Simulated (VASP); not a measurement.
C: single point with LDA

C:

```xyz
2
Lattice="0.0000 1.7660 1.7660 1.7660 0.0000 1.7660 1.7660 1.7660 0.0000" Properties=species:S:1:pos:R:3 pbc="T T T"
C     0.0000    0.0000    0.0000
C     0.8830    0.8830    0.8830
```

```yaml
Program: VASP 6.6.1
Task: single point
Functional: LDA
Potentials_or_basis: VASP PAW LDA potentials, release 64 (C)
Cutoff: 600 eV
k_mesh: 10 × 10 × 10
Occupations: gaussian, width 0.1 eV
Spin: no spin polarisation
```

The pressure is 0.7 GPa. The band gap on the k mesh is 4.20 eV, indirect (least direct gap 5.63 eV).

Levels at points of the mesh, in eV from the valence-band top:
```csv
k point,band 2,band 3,band 4,band 5,band 6,band 7
"(0.00, 0.00, 0.00)",0.00,0.00,0.00,5.63,5.63,5.63
"(0.50, 0.00, 0.00)",-13.69,-2.86,-2.86,8.51,8.51,9.42
"(0.50, 0.50, 0.00)",-12.82,-6.47,-6.47,4.77,4.77,17.07
```

Run time: 5.6 s on 1 thread of Intel(R) Xeon(R) Platinum 8488C (Sapphire Rapids), with other jobs on the host, peak memory 0.11 GiB.

A k mesh can miss the band edges. A hybrid or GW would open this gap; LDA tends to underestimate it.
